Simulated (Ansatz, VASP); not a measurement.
# NaCl: VASP beside Ansatz

The input INCAR:

```
PREC     = Accurate       # precision mode
ENCUT    = 600            # plane-wave cutoff, eV
EDIFF    = 1E-6           # SCF threshold, eV
ISMEAR   = 0              # smearing method
SIGMA    = 0.02           # smearing width, eV
LREAL    = False          # projectors in reciprocal space
LASPH    = True           # aspherical terms in the spheres
NELM     = 100            # most SCF steps
ALGO     = Normal         # electronic algorithm
ISIF     = 3              # what is computed and relaxed
LWAVE    = False          # write WAVECAR
LCHARG   = False          # write CHGCAR
GGA      = PE             # functional
IBRION   = 2              # ionic algorithm
NSW      = 100            # ionic steps
EDIFFG   = -0.01          # ionic threshold
```

The input KPOINTS:

```
regular mesh
0
Gamma
  6 6 6
```

POSCAR

```
NaCl
1.0
    2.0126945388      1.1620297338      3.2928303853
   -2.0126945388      1.1620297338      3.2928303853
    0.0000000000     -2.3240594675      3.2928303853
Na Cl
1 1
Direct
    0.0000000000      0.0000000000      0.0000000000
    0.5000000000      0.5000000000      0.5000000000
```

Input for Ansatz:

```yaml
crystal:
  lattice:
    - [2.0126945388, 1.1620297338, 3.2928303853]
    - [-2.0126945388, 1.1620297338, 3.2928303853]
    - [0.0, -2.3240594675, 3.2928303853]
  atoms:
    - { symbol: Na, position: [0.0, 0.0, 0.0] }
    - { symbol: Cl, position: [0.5, 0.5, 0.5] }
basis:
  ecutwfc: 420
kpoints:
  mp_grid: { grid: [6, 6, 6] }
hamiltonian:
  xc: pbe
scf:
  occupations: { method: gaussian, width: 0.02 }
output:
  forces: true
  stress: true
  eigenvalues: true
relax:
  adjacent_minimum: "off"
  f_tol: 0.01
  max_steps: 80
  cell: { stress_tol: 0.05 }
```

Alike in both runs: task relaxation of cell and atoms; functional PBE; k mesh 6 × 6 × 6; occupations gaussian, width 0.02 eV; no spin polarisation.

|  | VASP | Ansatz |
| --- | --- | --- |
| version | VASP 6.6.1 | Ansatz 0.2.0 |
| potentials or method | VASP PAW PBE potentials, release 64 (Na_pv, Cl), cutoff 600 eV | scalar-relativistic, plane waves, PAW |
| valence electrons in the cell | 14 | 16 |

|  | VASP | Ansatz | Ansatz less VASP |
| --- | --- | --- | --- |
| gap on the k mesh at the Fermi level, each at its own relaxed structure (eV) | 4.99 | 4.99 | 0.000 |
| relaxed volume (Å³/atom) | 23.10 | 23.10 | 0.000 |
| relaxed length of the cell vector where the two differ most in proportion (Å) | 4.030 | 4.030 | 0.0000 |

VASP's potentials hold 14 valence electrons a cell and Ansatz's 16, so a difference there can come from the potentials and not from the codes.

Noted on VASP's run: the relaxation stopped at its first step, so nothing moved.
